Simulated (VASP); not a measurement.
A run of VASP 6.6.1:

Contents of POSCAR:

```
SiC
1.0
    0.0000000000      2.1335871955      2.1335871955
    2.1335871955      0.0000000000      2.1335871955
    2.1335871955      2.1335871955      0.0000000000
Si C
1 1
Direct
    0.0000000000      0.0000000000      0.0000000000
    0.2500000000      0.2500000000      0.2500000000
```

The input INCAR.step1:

```
PREC = Accurate
ENCUT = 660
ISMEAR = 0
SIGMA = 0.01
LREAL = F
LASPH = T
NELM = 120
NBANDS = 11
GGA = PE
ALGO = Normal
EDIFF = 1E-5
LWAVE = T
LCHARG = F
GGA_COMPAT = F
```

Contents of INCAR.step2:

```
PREC = Accurate
ENCUT = 660
EDIFF = 1E-6
ISMEAR = 0
SIGMA = 0.01
LREAL = F
LASPH = T
NELM = 120
ALGO = Normal
ISIF = 2
LWAVE = F
LCHARG = T
METAGGA = R2SCAN
LMIXTAU = T
LELF = T
LVHAR = T
NBANDS = 11
ISTART = 1
GGA_COMPAT = F
```

The input KPOINTS:

```
regular mesh
0
Gamma
  8 8 8
```

Potentials or basis: VASP PAW PBE potentials, release 64 (Si, C).

Run with:

```sh
$ cat potpaw_PBE.64/Si/POTCAR potpaw_PBE.64/C/POTCAR > POTCAR
$ cp INCAR.step1 INCAR
$ mpirun -np 1 vasp_std > vasp.out
$ cp INCAR.step2 INCAR
$ mpirun -np 1 vasp_std > vasp.out
```

Hardware: 1 thread of Intel Xeon 6975P-C (shared host).

Task: How long does it take, and how much memory?

Result: Run time: 34 s on 1 thread of Intel Xeon 6975P-C, on a shared host, peak memory 0.16 GiB. Counts: k points 29.
